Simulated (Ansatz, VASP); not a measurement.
**Two plane-wave programs on La2Y2O**

```
CELL_PARAMETERS angstrom
5.76946 0.00000 0.00000
-2.88473 4.99650 0.00000
0.00000 0.00000 9.41042
ATOMIC_POSITIONS crystal
La 0.33333 0.66667 0.40580
La 0.33333 0.66667 0.09420
La 0.66667 0.33333 0.59420
La 0.66667 0.33333 0.90580
Y 0.66667 0.33333 0.25000
Y 0.33333 0.66667 0.75000
Y 0.00000 0.00000 0.00000
Y 0.00000 0.00000 0.50000
O 0.00000 0.00000 0.25000
O 0.00000 0.00000 0.75000
```

Alike in both runs: functional PBE; k mesh 4 × 4 × 2; occupations gaussian, width 0.2 eV; no spin polarisation.

Ansatz relaxed the structure, and its values are those at the end. VASP's run is a single point on that final structure, the one shown.

|  | VASP | Ansatz |
| --- | --- | --- |
| version | VASP 6.6.1 | Ansatz 0.2.0 |
| potentials or method | VASP PAW PBE potentials, release 64 (La, Y_sv, O), cutoff 520 eV | scalar-relativistic, plane waves, PAW |
| valence electrons in the cell | 100 | 100 |

VASP gave:

- gap on the k mesh at the Fermi level (eV): none
- pressure (GPa): 0.6
- rms of the force components (eV/Å): 0.001

Problem. Estimate Ansatz's values.

Solution. gap on the k mesh at the Fermi level (eV): none; pressure (GPa): 0.7; rms of the force components (eV/Å): 0.006.

A gap of «none» marks a metal or a gap that the smearing closes. With one functional, cell and mesh, what is left measures potentials, basis and numerics.

Neither program's run includes spin-orbit coupling.
